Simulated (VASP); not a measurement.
Runs of VASP 6.6.1 on Pt. The structure is that of space group R-3m (No. 166), or close to it. The cells are those of the table. 

```tsv
cell	further INCAR settings	gap on the mesh (eV)	pressure (GPa)
a = 2.699 Å, angles 112.6°, 1 atom	ALGO = Fast; EDIFF = 1e-06; NBANDS = 11	none	84.6
a = 3.015 Å, angles 116.4°, 1 atom	ALGO = Fast; EDIFF = 1e-07; NBANDS = 11	none	296.5
a = 2.364 Å, angles 93.6°, 1 atom	ALGO = Fast; EDIFF = 1e-07; NBANDS = 11	none	115.5
a = 2.364 Å, angles 86.0°, 1 atom	ALGO = Fast; EDIFF = 1e-06; NBANDS = 11	none	115.1
a = 2.847 Å, angles 114.8°, 1 atom	ALGO = Fast; EDIFF = 1e-07; NBANDS = 11	none	(a)
a = 2.402 Å, angles 100.1°, 1 atom	ALGO = Fast; EDIFF = 1e-06; NBANDS = 11	none	(b)
a = 2.562 Å, angles 93.6°, 1 atom	ALGO = Fast; EDIFF = 1e-06; NBANDS = 11	none	3.4
```

Alike in all rows: task single point; level LDA; potentials or basis VASP PAW LDA potentials, release 64 (Pt); no spin polarisation; k mesh 22 × 22 × 22; cutoff (eV) 520; smearing gaussian 0.15 eV.

Fill in the values left out.

(a) 172.8; (b) 99.7.

Caveats: spin-orbit coupling is left out, which moves the levels of the heavy elements.

A k mesh can miss the band edges, and the runs leave out spin-orbit coupling on Pt.

A gap of «none» marks levels without a gap at the run's occupations.
